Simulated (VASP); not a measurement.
A run of VASP 6.6.1 is set up as follows.

File INCAR:

```
SYSTEM = MnO
ALGO = Normal ; EDIFF = 1E-6
ENCUT = 700 ; GGA = PE
GGA_COMPAT = .False. ; ISIF = 2
ISMEAR = -1 ; ISPIN = 2
LASPH = .True. ; LCHARG = .True.
LDAU = .True. ; LDAUJ = 0 0
LDAUL = 2 -1 ; LDAUPRINT = 1
LDAUTYPE = 2 ; LDAUU = 2.7 0
LELF = .True. ; LMAXMIX = 4
LORBIT = 11 ; LREAL = .False.
LVHAR = .True. ; LWAVE = .False.
MAGMOM = 4.5 0 ; NBANDS = 22
NELM = 200 ; PREC = Accurate
SIGMA = 0.03
```

File KPOINTS:

```
k-points
0
Gamma
  9 9 9
  0 0 0
```

Contents of POSCAR:

```
MnO
1.0
    0.0000000000      2.2050000000      2.2050000000
    2.2050000000      0.0000000000      2.2050000000
    2.2050000000      2.2050000000      0.0000000000
Mn O
1 1
Direct
    0.0000000000      0.0000000000      0.0000000000
    0.5000000000      0.5000000000      0.5000000000
```

Potentials or basis: VASP PAW PBE potentials, release 64 (Mn_sv, O).

Run with:

```sh
$ cat potpaw_PBE.64/Mn_sv/POTCAR potpaw_PBE.64/O/POTCAR > POTCAR
$ mpirun -np 1 vasp_std > vasp.out
```

(1) Estimate the pressure.

(2) What does it give for the net moment?

(3) Predict the site moments.

(4) Estimate the band gap on the k mesh.

Results:

(1) 10.2 GPa.

(2) 5.00 μB per cell.

(3) Mn +4.44; O +0.20 μB.

(4) zero (filled and empty bands overlap).

Caveat: the cell stands under pressure; a cell with one magnetic atom can't hold antiferromagnetic order, which such compounds often take.
